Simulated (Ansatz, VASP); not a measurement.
# Two plane-wave programs on CaO

```
CELL_PARAMETERS angstrom
0.00000 2.43519 2.43519
2.43519 0.00000 2.43519
2.43519 2.43519 0.00000
ATOMIC_POSITIONS crystal
Ca 0.00000 0.00000 0.00000
O 0.50000 0.50000 0.50000
```

Alike in both runs: task single point; functional PBEsol; dispersion D4; k mesh 10 × 10 × 10; occupations fermi-dirac, width 0.05 eV; no spin polarisation.

```csv
,VASP,Ansatz
version,VASP 6.6.1,Ansatz 0.2.0
potentials or method,"VASP PAW PBE potentials, release 64 (Ca_sv, O)",Ansatz PAW
plane-wave cutoff (eV),520,420
valence electrons in the cell,16,16
```

|  | VASP | Ansatz | Ansatz less VASP |
| --- | --- | --- | --- |
| gap on the k mesh at the Fermi level (eV) | 3.55 | 3.57 | +0.018 |
| least direct gap on the mesh (eV) | 3.93 | 3.95 | +0.019 |
| pressure (GPa) | -7.1 | -7.5 | -0.49 |

VASP's potentials were made for PBE, not for PBEsol.
